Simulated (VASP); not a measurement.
# Cd4InO (P6/mmm) in VASP: notebook, part 2 of 2

VASP 6.6.1. Earlier steps stand in the parts before.

**4. Single point, PBE**

This run uses another cell than the first one, of 22.52 Å³/atom.

Contents of INCAR:

```
SYSTEM = Cd4InO
  PREC = Accurate
  ENCUT = 520
  EDIFF = 1E-7
  ISMEAR = 0
  SIGMA = 0.1
  LREAL = .FALSE.
  LASPH = .TRUE.
  NELM = 60
  ALGO = Normal
  ISIF = 2
  LWAVE = .FALSE.
  LCHARG = .FALSE.
  GGA = PE
  NBANDS = 42
```

Contents of KPOINTS:

```
Automatic mesh
0
G
  6 6 2
  0 0 0
```

Contents of POSCAR:

```
Cd4InO
1.0
    4.8141694923      0.0000000000      0.0000000000
   -2.4070847462      4.1691930785      0.0000000000
    0.0000000000      0.0000000000      6.7328557172
Cd In O
4 1 1
Direct
    0.3333333333      0.6666666667      0.7800018203
    0.3333333333      0.6666666667      0.2199981797
    0.6666666667      0.3333333333      0.7800018203
    0.6666666667      0.3333333333      0.2199981797
    0.0000000000      0.0000000000      0.5000000000
    0.0000000000      0.0000000000      0.0000000000
```

Started as:

```bash
$ cat potpaw_PBE.64/Cd/POTCAR potpaw_PBE.64/In_d/POTCAR potpaw_PBE.64/O/POTCAR > POTCAR
$ mpirun -np 1 vasp_std > vasp.out
```

Run time: 56 s. Hardware: 1 thread of AMD EPYC 9R45 (Zen 5), shared host; peak memory 0.24 GiB.

The run converged. Its results:

* Free energy: -9.4155 eV
* Pressure: 0.2 GPa
* Largest force: 0.040 eV/Å
* Band gap on the k mesh: zero (an odd number of electrons rules out a gap without spin polarisation)

Forces in eV/Å, atoms in the order of the input:
```
Cd   0.000  0.000 -0.040
Cd   0.000  0.000  0.040
Cd   0.000  0.000 -0.040
Cd   0.000  0.000  0.040
In   0.000  0.000  0.000
O    0.000  0.000  0.000
```

Stress tensor (GPa, compression positive):
```
0.30 0.00 0.00
0.00 0.30 0.00
0.00 0.00 0.03
```

Levels at points of the mesh, in eV from the Fermi level:
| k point | band 31 | band 32 | band 33 | band 34 | band 35 | band 36 |
| --- | --- | --- | --- | --- | --- | --- |
| (0.00, 0.00, 0.00) | -1.41 | -0.59 | 1.87 | 1.87 | 2.23 | 2.23 |
| (0.50, 0.00, 0.00) | -2.01 | -2.00 | -1.39 | 0.20 | 0.41 | 0.84 |
| (0.00, 0.00, 0.50) | -1.36 | 0.06 | 0.55 | 2.13 | 2.13 | 2.54 |
| (0.50, 0.00, 0.50) | -1.93 | -1.07 | -0.30 | -0.09 | 0.05 | 1.96 |

Caveat: the k points lie up to 0.47 Å⁻¹ apart, too coarse for converged energies and pressures of a metal; spin-orbit coupling is left out, which moves the levels of the heavy elements; an odd number of electrons without spin polarisation forces a metal; a magnetic or distorted state may lie lower.

**5. Relaxation of cell and atoms, PBE**

Contents of INCAR:

```
SYSTEM = Cd4InO
PREC = Accurate ; ENCUT = 600
EDIFF = 1E-6 ; ISMEAR = 0
SIGMA = 0.1 ; LREAL = .False.
LASPH = .True. ; NELM = 80
ALGO = Normal ; ISIF = 3
LWAVE = .False. ; LCHARG = .False.
GGA = PE ; IBRION = 2
NSW = 90 ; EDIFFG = -0.04
```

Contents of KPOINTS:

```
Automatic mesh
0
Gamma
  6 6 2
  0 0 0
```

Contents of POSCAR:

```
Cd4InO
1.0
    3.9805395000      0.0000000000      0.0000000000
   -1.9902697500      3.4472483200      0.0000000000
    0.0000000000      0.0000000000      8.0916966800
Cd In O
4 1 1
Direct
    0.3333333300      0.6666666700      0.7595900300
    0.3333333300      0.6666666700      0.2404099700
    0.6666666700      0.3333333300      0.7595900300
    0.6666666700      0.3333333300      0.2404099700
    0.0000000000      0.0000000000      0.5000000000
    0.0000000000      0.0000000000      0.0000000000
```

Started as:

```bash
$ cat potpaw_PBE.64/Cd/POTCAR potpaw_PBE.64/In_d/POTCAR potpaw_PBE.64/O/POTCAR > POTCAR
$ mpirun -np 1 vasp_std > vasp.out
```

Run time: 9.1 min. Hardware: 1 thread of AMD EPYC 9R45 (Zen 5), shared host; peak memory 0.27 GiB.

It converged, with:

```yaml
Free_energy: -9.3740 eV
Relaxed_volume: 22.35 Å³/atom
Relaxed_cell: a = 4.813 Å, b = 4.813 Å, c = 6.684 Å, α = 90.00°, β = 90.00°, γ = 120.00°
Space_group_after_relaxing_to_0.1_Å: P6/mmm (No. 191)
Energy_gained_by_relaxing: 1065.1 meV/atom
Ionic_steps: 13
Pressure_after_relaxing: 0.0 GPa
Largest_force_after_relaxing: 0.013 eV/Å
Band_gap_on_the_k_mesh: zero (an odd number of electrons rules out a gap without spin polarisation)
```

Forces on the atoms (eV/Å):
```
Cd   0.000  0.000  0.013
Cd   0.000  0.000 -0.013
Cd   0.000  0.000  0.013
Cd   0.000  0.000 -0.013
In   0.000  0.000  0.000
O    0.000  0.000  0.000
```

Stress tensor (GPa, compression positive):
```
-0.05  0.00  0.00
 0.00 -0.05  0.00
 0.00  0.00  0.15
```

The path:
```csv
step,energy change (eV),largest force (eV/Å),pressure (GPa),volume (Å³)
1,0.0000,1.0105,38.71,111.03
2,-4.6655,0.2167,-6.49,194.25
3,-5.6800,0.4109,-1.30,154.56
4,-5.6858,0.3924,-2.24,158.30
5,-5.6877,0.3986,-1.95,157.02
6,-5.9151,0.3600,-1.76,151.34
7,-6.3671,0.1559,0.32,134.07
8,-6.3678,0.0120,1.45,129.48
9,-6.3777,0.0923,0.85,131.71
10,-6.3862,0.0428,-0.27,134.51
11,-6.3872,0.0557,-0.01,133.81
12,-6.3883,0.0459,-0.01,133.88
13,-6.3903,0.0128,0.01,134.10
```

Final structure:
```
Cd In O
1.0
     4.81337    0.00000    0.00000
    -2.40668    4.16850    0.00000
     0.00000    0.00000    6.68362
Cd In O
4 1 1
Direct
  0.33333 0.66667 0.77704
  0.33333 0.66667 0.22296
  0.66667 0.33333 0.77704
  0.66667 0.33333 0.22296
  0.00000 0.00000 0.50000
  0.00000 0.00000 0.00000
```

Levels at points of the mesh, in eV from the Fermi level:
| k point | band 30 | band 31 | band 32 | band 33 | band 34 | band 35 | band 36 | band 37 |
| --- | --- | --- | --- | --- | --- | --- | --- | --- |
| (0.00, 0.00, 0.00) | -1.41 | -1.41 | -0.59 | 1.84 | 1.84 | 2.19 | 2.19 | 2.28 |
| (0.50, 0.00, 0.00) | -2.22 | -2.03 | -1.99 | -1.35 | 0.21 | 0.36 | 0.85 | 2.05 |
| (0.00, 0.00, 0.50) | -1.38 | -1.35 | 0.08 | 0.63 | 2.08 | 2.08 | 2.56 | 2.56 |
| (0.50, 0.00, 0.50) | -3.01 | -1.92 | -1.06 | -0.29 | -0.17 | 0.01 | 1.99 | 2.31 |

Caveat: the k points lie up to 0.47 Å⁻¹ apart in the final cell, too coarse for converged energies and pressures of a metal; the volume moved by over 15 % at a fixed basis, so the end points are rough; spin-orbit coupling is left out, which moves the levels of the heavy elements; an odd number of electrons without spin polarisation forces a metal; a magnetic or distorted state may lie lower.

**6. The runs side by side**

```csv
task,cell,k mesh,cutoff (eV),gap on the mesh (eV),pressure (GPa),largest force (eV/Å)
single point,"a = 3.981, b = 3.981, c = 8.092 Å, angles 90.0, 90.0, 120.0°, 6 atoms, atomic positions A",6 × 6 × 2,520,none,38.8,1.01
single point,"a = 5.040, b = 5.040, c = 5.995 Å, angles 90.0, 90.0, 120.0°, 6 atoms, atomic positions B",6 × 6 × 4,520,none,0.2,0.03
single point,"a = 4.814, b = 4.814, c = 6.733 Å, angles 90.0, 90.0, 120.0°, 6 atoms, atomic positions C",6 × 6 × 2,520,none,0.2,0.04
relaxation of cell and atoms,"relaxed from a = 3.981, b = 3.981, c = 8.092 Å, angles 90.0, 90.0, 120.0°, 6 atoms, atomic positions A",6 × 6 × 2,600,none,0.0,0.01
```

Alike in all rows: level PBE; potentials or basis VASP PAW PBE potentials, release 64 (Cd, In_d, O); no spin polarisation; smearing gaussian 0.1 eV.

Caveats: some runs use coarse meshes; spin-orbit coupling is left out, which moves the levels of the heavy elements; an odd number of electrons without spin polarisation forces a metal; a magnetic or distorted state may lie lower; the volume moved by over 15 % at a fixed basis, so the end points are rough (at least some runs).

Total energies depend on the potentials used, so only differences within one code and one set of settings carry meaning.
